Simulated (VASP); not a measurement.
Wanted: the native input for a VASP 6.6.1 run.

| Quantity | Value |
| --- | --- |
| Task | single point |
| Functional | PBEsol |
| Potentials or basis | VASP PAW PBE potentials, release 64 (Co_sv) |
| Cutoff | 690 eV |
| k mesh | 4 × 4 × 4 |
| Occupations | gaussian, width 0.1 eV |
| Spin | collinear spin, ferromagnetic start |
| Starting moments | [1.84, 1.84, 1.95, 1.95, 1.95, 1.95, 1.95, 1.95] μB |
| Dipole correction | no |
| Further INCAR settings | ALGO = Normal; EDIFF = 1e-06; NBANDS = 82 |

The structure of Co lies in POSCAR:

```
Co
1.0
    4.3986079452      0.0000000000      0.0000000000
    0.0000000000      4.3986079452      0.0000000000
    0.0000000000      0.0000000000      4.3986079452
Co
8
Direct
    0.5000000000      0.5000000000      0.5000000000
    0.0000000000      0.0000000000      0.0000000000
    0.2500000000      0.0000000000      0.5000000000
    0.5000000000      0.2500000000      0.0000000000
    0.5000000000      0.7500000000      0.0000000000
    0.7500000000      0.0000000000      0.5000000000
    0.0000000000      0.5000000000      0.7500000000
    0.0000000000      0.5000000000      0.2500000000
```

One way to write it, as run:

INCAR

```
SYSTEM = Co
ALGO = Normal ; EDIFF = 1E-6
ENCUT = 690 ; GGA = PS
GGA_COMPAT = .FALSE. ; ISIF = 2
ISMEAR = 0 ; ISPIN = 2
LASPH = .TRUE. ; LCHARG = .FALSE.
LMAXMIX = 4 ; LORBIT = 11
LREAL = .FALSE. ; LWAVE = .FALSE.
MAGMOM = 1.84 1.84 1.95 1.95 1.95 1.95 1.95 1.95 ; NBANDS = 82
NELM = 200 ; PREC = Accurate
SIGMA = 0.1
```

KPOINTS

```
k-points
0
G
  4 4 4
  0 0 0
```

Potentials or basis: VASP PAW PBE potentials, release 64 (Co_sv).

Launch:

```sh
$ cat potpaw_PBE.64/Co_sv/POTCAR > POTCAR
$ mpirun -np 1 vasp_std > vasp.out
```

Results of the run:

| Item | Value |
| --- | --- |
| Pressure | -1.1 GPa |
| Net moment | 13.43 μB per cell |
| Site moments | Co +1.65, +1.75 (each value once) μB |
| Valence electrons inside the program's atomic spheres | Co 15.09, 15.08 (each value once) |

Caveat: the PAW data sets were made with another functional, which shifts forces and pressure a little.

Wall time 4.4 min on 1 thread of Intel(R) Xeon(R) Platinum 8259CL CPU @ 2.50GHz (Skylake/Cascade Lake), with other jobs on the host, peak memory 0.36 GiB.
